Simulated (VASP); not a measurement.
ScInCu4:

```xyz
6
Lattice="0.0000 3.5060 3.5060 3.5060 0.0000 3.5060 3.5060 3.5060 0.0000" Properties=species:S:1:pos:R:3 pbc="T T T"
Sc    0.0000    0.0000    0.0000
In    1.7530    1.7530    1.7530
Cu    4.3836    2.6284    2.6284
Cu    4.3836    4.3836    4.3836
Cu    2.6284    2.6284    4.3836
Cu    2.6284    4.3836    2.6284
```

| Property | Result |
| --- | --- |
| Program | VASP 6.6.1 |
| Task | relaxation of cell and atoms |
| Functional | LDA |
| Potentials or basis | VASP PAW LDA potentials, release 64 (Sc_sv, In_d, Cu) |
| Cutoff | 600 eV |
| k mesh | 8 × 8 × 8 |
| Occupations | fermi-dirac, width 0.05 eV |
| Spin | no spin polarisation |

At the start: pressure -6.4 GPa; volume 14.37 Å³/atom.

Task: Where does the relaxation end?

Result: Over 7 steps the energy falls by 14.2 meV/atom and the volume is 13.67 Å³/atom (-4.8 %); space group F-43m (No. 216, to 0.1 Å) before and after.

Step by step:
| step | energy change (eV) | largest force (eV/Å) | pressure (GPa) | volume (Å³) |
| --- | --- | --- | --- | --- |
| 1 | 0.0000 | 0.0075 | -6.40 | 86.19 |
| 2 | -0.0398 | 0.0320 | 5.25 | 79.23 |
| 3 | -0.0853 | 0.0142 | -0.11 | 82.08 |
| 4 | -0.0853 | 0.0147 | 0.03 | 82.00 |
| 5 | -0.0853 | 0.0023 | 0.09 | 82.00 |
| 6 | -0.0853 | 0.0032 | 0.13 | 82.00 |
| 7 | -0.0853 | 0.0041 | 0.01 | 82.02 |

Final structure:
```
Sc In Cu
1.0
     0.00000    3.44852    3.44852
     3.44852    0.00000    3.44852
     3.44852    3.44852    0.00000
Sc In Cu
1 1 4
Direct
  0.00000 0.00000 0.00000
  0.25000 0.25000 0.25000
  0.12468 0.62511 0.62511
  0.62511 0.62511 0.62511
  0.62511 0.62511 0.12468
  0.62511 0.12468 0.62511
```
